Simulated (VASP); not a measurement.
# Ir12S in VASP: a series of runs

Ir12S is run at these levels: PBE+D3(BJ); tasks: single point.

Everything below comes from runs of VASP 6.6.1. Logs are shortened: lines on timing, memory, paths and dates and some standing lists are left out, and cuts for length are marked.

## 1. The cell of the first run

The cell holds a slab with vacuum, 13 atoms: a = 4.704 Å, b = 4.704 Å, c = 25.652 Å, α = 90.00°, β = 90.00°, γ = 120.00°.

## 2. Single point, PBE+D3(BJ)

Input file INCAR:

```
SYSTEM = Ir12S
  ALGO = Normal
  DIPOL = 0.5 0.5 0.477
  EDIFF = 1E-6
  ENCUT = 520
  GGA = PE
  IDIPOL = 3
  ISIF = 2
  ISMEAR = 0
  IVDW = 12
  LASPH = .True.
  LCHARG = .False.
  LDIPOL = .True.
  LREAL = .False.
  LWAVE = .False.
  NBANDS = 69
  NELM = 60
  PREC = Accurate
  SIGMA = 0.1
```

Input file KPOINTS:

```
k-points
0
Gamma
  6 6 1
  0 0 0
```

Input file POSCAR:

```
Ir12S
1.0
    4.7036899471      0.0000000000      0.0000000000
   -2.3518449735      4.0735149857      0.0000000000
    0.0000000000      0.0000000000     25.6520221164
Ir S
12 1
Direct
    0.0000000000      0.3333333333      0.3313578930
    0.3333333333      0.0000000000      0.3313578930
    0.6666666667      0.6666666667      0.3313578930
    0.3333333333      0.3333333333      0.4177971100
    0.6666666667      0.0000000000      0.4177971100
    0.0000000000      0.6666666667      0.4177971100
    0.6623070754      0.3289737420      0.5031262314
    0.0043595913      0.0000000000      0.5031262314
    0.3333333333      0.6710262580      0.5031262314
    0.0000000000      0.3333333333      0.5876422257
    0.3333333333      0.0000000000      0.5923130579
    0.6666666667      0.6666666667      0.5876422257
    0.3333333333      0.0000000000      0.6760799536
```

Potentials or basis: VASP PAW PBE potentials, release 64 (Ir, S).

The run is started by

```console
> cat potpaw_PBE.64/Ir/POTCAR potpaw_PBE.64/S/POTCAR > POTCAR
> mpirun -np 1 vasp_std > vasp.out
```

OUTCAR:

```text
SYSTEM = Ir12S
   EDIFF = 1E-6
   ENCUT = 520
   GGA = PE
   ISIF = 2
   ISMEAR = 0
   IVDW = 12
   LASPH = .True.
   LREAL = .False.
   NELM = 60
   PREC = Accurate
 IVDW          = 12

 ion  position               nearest neighbor table
   1  0.000  0.333  0.331-   2 2.72   3 2.72   3 2.72   2 2.72   3 2.72   2 2.72   4 2.72   5 2.72
                             6 2.72
   2  0.333  0.000  0.331-   1 2.72   3 2.72   3 2.72   1 2.72   3 2.72   1 2.72   4 2.72   6 2.72
                             5 2.72
   3  0.667  0.667  0.331-   1 2.72   2 2.72   1 2.72   2 2.72   2 2.72   1 2.72   5 2.72   6 2.72
                             4 2.72
   4  0.333  0.333  0.418-   8 2.69   7 2.69   9 2.70   6 2.72   5 2.72   6 2.72   5 2.72   5 2.72
                             6 2.72   2 2.72   1 2.72   3 2.72
   5  0.667  0.000  0.418-   7 2.69   9 2.69   8 2.70   6 2.72   4 2.72   4 2.72   6 2.72   4 2.72
                             6 2.72   3 2.72   1 2.72   2 2.72
   6  0.000  0.667  0.418-   8 2.69   9 2.69   7 2.70   5 2.72   4 2.72   4 2.72   5 2.72   5 2.72
                             4 2.72   3 2.72   2 2.72   1 2.72
   7  0.662  0.329  0.503-   9 2.68   8 2.68  10 2.68  12 2.68   5 2.69   4 2.69   6 2.70   8 2.73
                             9 2.73   8 2.73   9 2.73  11 2.76
   8  0.004  0.000  0.503-   9 2.68   7 2.68  10 2.68  12 2.68   6 2.69   4 2.69   5 2.70   7 2.73
                             7 2.73   9 2.73   9 2.73  11 2.76
   9  0.333  0.671  0.503-   8 2.68   7 2.68  10 2.68  12 2.68   6 2.69   5 2.69   4 2.70   7 2.73
                             8 2.73   8 2.73   7 2.73  11 2.76
  10  0.000  0.333  0.588-   8 2.68   7 2.68   9 2.68  12 2.72  12 2.72  12 2.72  11 2.72  11 2.72
                            11 2.72
  11  0.333  0.000  0.592-  13 2.15  10 2.72  12 2.72  12 2.72  10 2.72  12 2.72  10 2.72   9 2.76
                             8 2.76   7 2.76
  12  0.667  0.667  0.588-   8 2.68   7 2.68   9 2.68  10 2.72  10 2.72  10 2.72  11 2.72  11 2.72
                            11 2.72
  13  0.333  0.000  0.676-  11 2.15

  LATTYP: Found a hexagonal cell.
 ALAT       =     4.7036899471
 C/A-ratio  =     5.4535954548

  Lattice vectors:

 A1 = (   4.7036899471,   0.0000000000,   0.0000000000)
 A2 = (  -2.3518449735,   4.0735149857,   0.0000000000)
 A3 = (   0.0000000000,   0.0000000000,  25.6520221164)

Analysis of symmetry for initial positions (statically):
=====================================================================
 Subroutine PRICEL returns:
 Original cell was already a primitive cell.

 Routine SETGRP: Setting up the symmetry group for a
 hexagonal supercell.

 Subroutine GETGRP returns: Found  6 space group operations
 (whereof  2 operations were pure point group operations)
 out of a pool of 24 trial point group operations.

The static configuration has the point symmetry C_1h.
 The point group associated with its full space group is C_3v.

Analysis of symmetry for dynamics (positions and initial velocities):
=====================================================================
 Subroutine PRICEL returns:
 Original cell was already a primitive cell.

 Routine SETGRP: Setting up the symmetry group for a
 hexagonal supercell.

 Subroutine GETGRP returns: Found  6 space group operations
 (whereof  2 operations were pure point group operations)
 out of a pool of 24 trial point group operations.

The dynamic configuration has the point symmetry C_1h.
 The point group associated with its full space group is C_3v.

 Subroutine INISYM returns: Found  6 space group operations
 (whereof  2 operations are pure point group operations),
 and found     1 'primitive' translations

----------------------------------------------------------------------------------------

                                     Primitive cell

  volume of cell :     491.5069

  direct lattice vectors                    reciprocal lattice vectors
     4.703689947  0.000000000  0.000000000     0.212599047  0.122744117  0.000000000
    -2.351844973  4.073514986  0.000000000     0.000000000  0.245488234  0.000000000
     0.000000000  0.000000000 25.652022116     0.000000000  0.000000000  0.038983282

  length of vectors
     4.703689947  4.703689947 25.652022116     0.245488234  0.245488234  0.038983282

  position of ions in fractional coordinates (direct lattice)
     1.000000000  0.333333333  0.331357893
     0.333333333  0.000000000  0.331357893
[... 49 lines left out ...]
 Subroutine IBZKPT returns following result:
 ===========================================

 Found      7 irreducible k-points:

 Following reciprocal coordinates:
            Coordinates               Weight
  0.000000  0.000000  0.000000      1.000000
  0.166667  0.000000  0.000000      6.000000
  0.333333  0.000000  0.000000      6.000000
  0.500000  0.000000  0.000000      3.000000
  0.166667  0.166667  0.000000      6.000000
  0.333333  0.166667  0.000000     12.000000
  0.333333  0.333333  0.000000      2.000000
   k-points           NKPTS =      7   k-points in BZ     NKDIM =      7   number of bands    NBANDS=     69
   number of dos      NEDOS =    301   number of ions     NIONS =     13
   total plane-waves  NPLWV = 248832
   dimension x,y,z NGX =    36 NGY =   36 NGZ =  192
   dimension x,y,z NGXF=    72 NGYF=   72 NGZF=  384
   ions per type =              12   1
   NGX,Y,Z   is equivalent  to a cutoff of  12.72, 12.72, 12.44 a.u.
   NGXF,Y,Z  is equivalent  to a cutoff of  25.45, 25.45, 24.89 a.u.
 SYSTEM =  Ir12S
   PREC   = accura    normal or accurate (medium, high low for compatibility)
   ISTART =      0    job   : 0-new  1-cont  2-samecut
   ICHARG =      2    charge: 1-file 2-atom 10-const
   ISPIN  =      1    spin polarized calculation?
   LNONCOLLINEAR =      F non collinear calculations
   LSORBIT =      F    spin-orbit coupling
   LASPH  =      T    aspherical Exc in radial PAW
   ENCUT  =  520.0 eV  38.22 Ry    6.18 a.u.   8.75  8.75 47.70*2*pi/ulx,y,z
   NELM   =     60;   NELMIN=  2; NELMDL= -5     # of ELM steps
   EDIFF  = 0.1E-05   stopping-criterion for ELM
   LREAL  =      F    real-space projection
   EDIFFG = 0.1E-04   stopping-criterion for IOM
   NSW    =      0    number of steps for IOM
   IBRION =     -1    ionic relax: 0-MD 1-quasi-New 2-CG
   NFREE  =      0    steps in history (QN), initial steepest desc. (CG)
   ISIF   =      2    stress and relaxation
   ISYM   =      2    0-nonsym 1-usesym 2-fastsym
   POTIM  = 0.5000    time-step for ionic-motion
   TEBEG  =    0.0;   TEEND  =   0.0 temperature during run
   PSTRESS=    0.0 pullay stress
   NELECT =     114.0000    total number of electrons
   NUPDOWN=      -1.0000    fix difference up-down
   EMIN   =  10.00;   EMAX   =-10.00  energy-range for DOS
   EFERMI =   0.00;   METHOD = LEGACY
   ISMEAR =     0;   SIGMA  =   0.10  broadening in eV -4-tet -1-fermi 0-gaus
   EFERMI_NEDOS =   21; number of points for ismear=-14 and -15
   IALGO  =     38    algorithm
   IMIX   =      4    mixing-type and parameters
     AMIX     =   0.40;   BMIX     =  1.00
     AMIX_MAG =   1.60;   BMIX_MAG =  1.00
  volume/ion in A,a.u.               =      37.81       255.14
  Fermi-wavevector in a.u.,A,eV,Ry     =   1.005850  1.900781 13.765481  1.011734
  Thomas-Fermi vector in A             =   2.138555
   LORBIT       =      0    0 simple, 1 ext, 2 COOP (PROOUT), +10 PAW based schemes
   GGA     = PE    functional components
   LHFCALC =     F    Hartree Fock is set to
   AEXX    =    0.0000 exact exchange contribution
   IVDW    =    12    specifies the selected vdW correction
   LEPSILON=     F    determine dielectric tensor
   LRPA    =     F    only Hartree local field effects (RPA)
 non-spin polarized calculation
 Gauss-broadening in eV      SIGMA  =   0.10
  energy-cutoff  :      520.00
  volume of cell :      491.51
 maximum number of plane-waves:     13268
 NGX is ok and might be reduce to    36
   NGX = 17   NGY = 17   NGZ = 95

 dipolmoment           0.000000      0.000000     -0.012739 electrons x Angstroem

 number of electron     113.9999995 magnetization

 dipolmoment           0.000000      0.000000      0.003238 electrons x Angstroem

 Free energy of the ion-electron system (eV)
  ---------------------------------------------------
  ext. energy  EPLUGINS =         0.00000000
  ---------------------------------------------------
  free energy    TOTEN  =      -105.12618316 eV

  energy without entropy =     -105.04269227  energy(sigma->0) =     -105.08443771

 E-fermi :   0.3931     XC(G=0):  -6.0601

 val. band max:        0.3387551718   @ k =   0.3333   0.3333   0.0000
 cond. band min:       0.4142825192   @ k =   0.3333   0.1667   0.0000
 fundamental gap:      0.0755273474
 Fermi energy:         0.3930545174

 k-point     1 :       0.0000    0.0000    0.0000
  band No.  band energies     occupation
      1     -12.2470      2.00000
      2     -10.1907      2.00000
      3      -8.6800      2.00000
      4      -7.5695      2.00000
      5      -7.4491      2.00000
      6      -5.8614      2.00000
[... 493 lines left out ...]
     68       1.1991      0.00000
     69       1.1991      0.00000

------------------------ aborting loop because EDIFF is reached ----------------------------------------

 vacuum level on the upper side and lower side of the slab       (xc-potential included)        -0.194        -0.146

 Edisp (eV)   -6.92770

 E8    (eV) :    -3.3137

  FORCE on cell =-STRESS in cart. coord.  units (eV):
  Direction    XX          YY          ZZ          XY          YZ          ZX
  --------------------------------------------------------------------------------------
  -------------------------------------------------------------------------------------
  Total      -8.03806    -8.03806    -1.02168    -0.00000     0.00000     0.00000
  in kB     -26.20186   -26.20186    -3.33039    -0.00000     0.00000     0.00000
  external pressure =      -18.58 kB  Pullay stress =        0.00 kB

 VOLUME and BASIS-vectors are now :
 -----------------------------------------------------------------------------
  energy-cutoff  :      520.00
  volume of cell :      491.51
      direct lattice vectors                 reciprocal lattice vectors
     4.703689947  0.000000000  0.000000000     0.212599047  0.122744117  0.000000000
    -2.351844973  4.073514986  0.000000000     0.000000000  0.245488234  0.000000000
     0.000000000  0.000000000 25.652022116     0.000000000  0.000000000  0.038983282

 POSITION                                       TOTAL-FORCE (eV/Angst)
 -----------------------------------------------------------------------------------
     -0.78395      1.35784      8.50000         0.000000      0.000000      0.280207
      1.56790      0.00000      8.50000         0.000000      0.000000      0.176850
      1.56790      2.71568      8.50000         0.000000      0.000000      0.280207
      0.78395      1.35784     10.71734        -0.017087      0.029595     -0.286506
      3.13579      0.00000     10.71734         0.034173      0.000000     -0.286506
     -1.56790      2.71568     10.71734        -0.017087     -0.029595     -0.286506
      2.34159      1.34008     12.90621         0.010062      0.017428      0.003068
      0.02051      0.00000     12.90621        -0.020124      0.000000      0.003068
     -0.01025      2.73344     12.90621         0.010062     -0.017428      0.003068
     -0.78395      1.35784     15.07421         0.000000      0.000000      0.024987
      1.56790      0.00000     15.19403         0.000000      0.000000     -0.037552
      1.56790      2.71568     15.07421         0.000000      0.000000      0.024987
      1.56790      0.00000     17.34282         0.000000      0.000000      0.100629
 -----------------------------------------------------------------------------------
    total drift:                               -0.000000      0.000000      0.001770

  FREE ENERGIE OF THE ION-ELECTRON SYSTEM (eV)
  ---------------------------------------------------
  free  energy   TOTEN  =      -112.0538862315 eV

  energy  without entropy=     -111.9703953390  energy(sigma->0) =     -112.01214079

 vacuum level on the upper side and lower side of the slab         5.687         5.709
```

It took 8.4 min on 1 thread of Intel Xeon 6975P-C (Granite Rapids), shared host; peak memory 0.6 GiB.

What came out:

```yaml
Free_energy: -112.0539 eV
Largest_force: 0.289 eV/Å
Band_gap_on_the_k_mesh: zero (bands 57 and 58 overlap by 0.40 eV)
Dispersion_energy_per_atom: -0.533 eV
```

Forces on the atoms (eV/Å):
```
Ir   0.000  0.000  0.280
Ir   0.000  0.000  0.177
Ir   0.000  0.000  0.280
Ir  -0.017  0.030 -0.287
Ir   0.034  0.000 -0.287
Ir  -0.017 -0.030 -0.287
Ir   0.010  0.017  0.003
Ir  -0.020  0.000  0.003
Ir   0.010 -0.017  0.003
Ir   0.000  0.000  0.025
Ir   0.000  0.000 -0.038
Ir   0.000  0.000  0.025
S    0.000  0.000  0.101
```

Caveat: spin-orbit coupling is left out, which moves the levels of the heavy elements.

## 3. Single point, PBE+D3(BJ)

Input file INCAR:

```
PREC = Accurate
ENCUT = 520
EDIFF = 1E-6
ISMEAR = 0
SIGMA = 0.1
LREAL = F
LASPH = T
NELM = 80
ALGO = Normal
ISIF = 2
LWAVE = F
LCHARG = F
LDIPOL = T
IDIPOL = 3
DIPOL = 0.5 0.5 0.476
GGA = PE
IVDW = 12
NBANDS = 69
```

Input file KPOINTS:

```
Automatic mesh
0
Gamma
  6 6 1
```

Input file POSCAR:

```
Ir12S
1.0
    4.7036899471      0.0000000000      0.0000000000
   -2.3518449735      4.0735149857      0.0000000000
    0.0000000000      0.0000000000     25.6520221164
Ir S
12 1
Direct
    0.0000000000      0.3333333333      0.3313578930
    0.3333333333      0.0000000000      0.3313578930
    0.6666666667      0.6666666667      0.3313578930
    0.3333333333      0.3333333333      0.4177971100
    0.6666666667      0.0000000000      0.4177971100
    0.0000000000      0.6666666667      0.4177971100
    0.6663464352      0.3330131019      0.5033915145
    0.0000000000      0.0003202314      0.5033915145
    0.3336535648      0.6666666667      0.5033915145
    0.0000000000      0.3332029591      0.5901082387
    0.3334637076      0.0001303742      0.5901082387
    0.6665362924      0.6666666667      0.5901082387
    0.0000000000      0.6666666667      0.6562079619
```

Potentials or basis: VASP PAW PBE potentials, release 64 (Ir, S).

The run is started by

```console
> cat potpaw_PBE.64/Ir/POTCAR potpaw_PBE.64/S/POTCAR > POTCAR
> mpirun -np 1 vasp_std > vasp.out
```

Run time: 9.6 min. Hardware: 1 thread of Intel Xeon 6975P-C (Granite Rapids), shared host; peak memory 0.6 GiB.

Results (log left out):

* Free energy: -114.0940 eV
* Largest force: 1.082 eV/Å
* Band gap on the k mesh: zero (bands 57 and 58 overlap by 0.28 eV)
* Dispersion energy per atom: -0.538 eV

Forces in eV/Å, atoms in the order of the input:
```
Ir  -0.015  0.026  0.300
Ir  -0.015 -0.026  0.300
Ir   0.030  0.000  0.300
Ir   0.000  0.000  0.045
Ir   0.000  0.000  0.045
Ir   0.000  0.000 -1.082
Ir   0.010  0.017  0.019
Ir   0.010 -0.017  0.019
Ir  -0.019  0.000  0.019
Ir   0.023 -0.040 -0.002
Ir   0.023  0.040 -0.002
Ir  -0.046  0.000 -0.002
S    0.000  0.000  0.039
```

Levels at points of the mesh, in eV from the Fermi level:
| k point | band 56 | band 57 | band 58 | band 59 | band 60 | band 61 |
| --- | --- | --- | --- | --- | --- | --- |
| (0.00, 0.00, 0.00) | -0.15 | -0.15 | -0.07 | 0.02 | 0.02 | 0.28 |
| (0.50, 0.00, 0.00) | -0.08 | 0.08 | 0.13 | 0.18 | 0.32 | 0.39 |

Caveat: spin-orbit coupling is left out, which moves the levels of the heavy elements.

## 4. Single point, PBE+D3(BJ)

Input file INCAR:

```
SYSTEM = Ir12S
ALGO = Normal
DIPOL = 0.5 0.5 0.476
EDIFF = 1E-7
ENCUT = 520
GGA = PE
IDIPOL = 3
ISIF = 2
ISMEAR = 0
IVDW = 12
LASPH = .True.
LCHARG = .False.
LDIPOL = .True.
LREAL = .False.
LWAVE = .False.
NBANDS = 69
NELM = 100
PREC = Accurate
SIGMA = 0.1
```

Input file KPOINTS:

```
k-points
0
Gamma
  6 6 1
  0 0 0
```

Input file POSCAR:

```
Ir12S
1.0
    4.7036899471      0.0000000000      0.0000000000
   -2.3518449735      4.0735149857      0.0000000000
    0.0000000000      0.0000000000     25.6520221164
Ir S
12 1
Direct
    0.0000000000      0.3333333333      0.3313578930
    0.3333333333      0.0000000000      0.3313578930
    0.6666666667      0.6666666667      0.3313578930
    0.3333333333      0.3333333333      0.4177971100
    0.6666666667      0.0000000000      0.4177971100
    0.0000000000      0.6666666667      0.4177971100
    0.6666666667      0.3333333333      0.5018408556
    0.0000000000      0.0000000000      0.5043499682
    0.3333333333      0.6666666667      0.5043499682
   -0.0025322007      0.3333333333      0.5902804829
    0.3358655341      0.0025322007      0.5902804829
    0.6666666667      0.6641344659      0.5902804829
    0.6666666667      0.3333333333      0.6569076649
```

The run is started by

```console
> cat potpaw_PBE.64/Ir/POTCAR potpaw_PBE.64/S/POTCAR > POTCAR
> mpirun -np 1 vasp_std > vasp.out
```

Wall time 9.1 min (1 thread of Intel Xeon 6975P-C (Granite Rapids), shared host); peak memory 0.63 GiB.

The run converged. Its results:

```
Free energy                : -114.0111 eV
Largest force              : 0.312 eV/Å
Band gap on the k mesh     : zero (bands 57 and 58 overlap by 0.26 eV)
Dispersion energy per atom : -0.537 eV
```

Forces in eV/Å, atoms in the order of the input:
```
Ir   0.133  0.000  0.272
Ir  -0.067 -0.116  0.272
Ir  -0.067  0.116  0.272
Ir  -0.059  0.000 -0.307
Ir   0.029 -0.051 -0.307
Ir   0.029  0.051 -0.307
Ir   0.000  0.000  0.012
Ir   0.000  0.000  0.009
Ir   0.000  0.000  0.009
Ir   0.038  0.000  0.006
Ir  -0.019 -0.033  0.006
Ir  -0.019  0.033  0.006
S    0.000  0.000  0.057
```

Levels at points of the mesh, in eV from the Fermi level:
| k point | band 55 | band 56 | band 57 | band 58 | band 59 | band 60 | band 61 | band 62 |
| --- | --- | --- | --- | --- | --- | --- | --- | --- |
| (0.00, 0.00, 0.00) | -0.87 | -0.11 | -0.11 | -0.06 | 0.05 | 0.05 | 0.31 | 0.36 |
| (0.50, 0.00, 0.00) | -0.11 | -0.02 | 0.13 | 0.17 | 0.24 | 0.39 | 0.43 | 0.51 |

Caveat: spin-orbit coupling is left out, which moves the levels of the heavy elements.

## 5. Summary

| cell | gap on the mesh (eV) | largest force (eV/Å) |
| --- | --- | --- |
| as given, atomic positions A | none | 0.29 |
| as given, atomic positions B | none | 1.08 |
| as given, atomic positions C | none | 0.31 |

Alike in all rows: task single point; level PBE+D3(BJ); potentials or basis VASP PAW PBE potentials, release 64 (Ir, S); no spin polarisation; k mesh 6 × 6 × 1; cutoff (eV) 520; smearing gaussian 0.1 eV.

Caveats: spin-orbit coupling is left out, which moves the levels of the heavy elements.

Total energies depend on the potentials used, so only differences within one code and one set of settings carry meaning.
